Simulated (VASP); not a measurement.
A run of VASP 6.6.1 is set up as follows.

Contents of INCAR:

```
SYSTEM = AlN
  PREC = Accurate
  ENCUT = 600
  EDIFF = 1E-6
  ISMEAR = 0
  SIGMA = 0.02
  LREAL = .False.
  LASPH = .True.
  NELM = 120
  ALGO = Normal
  ISIF = 2
  LWAVE = .False.
  LCHARG = .True.
  GGA = PS
  LELF = .True.
  LVHAR = .True.
  NBANDS = 11
  GGA_COMPAT = .False.
```

File KPOINTS:

```
regular mesh
0
Gamma
  10 10 10
  0 0 0
```

The input POSCAR:

```
AlN
1.0
    0.0000000000      2.0426482575      2.0426482575
    2.0426482575      0.0000000000      2.0426482575
    2.0426482575      2.0426482575      0.0000000000
Al N
1 1
Direct
    0.5000000000      0.5000000000      0.5000000000
    0.0000000000      0.0000000000      0.0000000000
```

Potentials or basis: VASP PAW PBE potentials, release 64 (Al, N).

The run is started by

```bash
$ cat potpaw_PBE.64/Al/POTCAR potpaw_PBE.64/N/POTCAR > POTCAR
$ mpirun -np 1 vasp_std > vasp.out
```

(1) What does it give for the band gap on the k mesh?

(2) Predict the pressure.

Answers

(1) 4.26 eV (least direct gap 5.23 eV).

(2) -7.6 GPa.

Caveat: the cell stands under tension; the PAW data sets were made with another functional, which shifts forces and pressure a little.
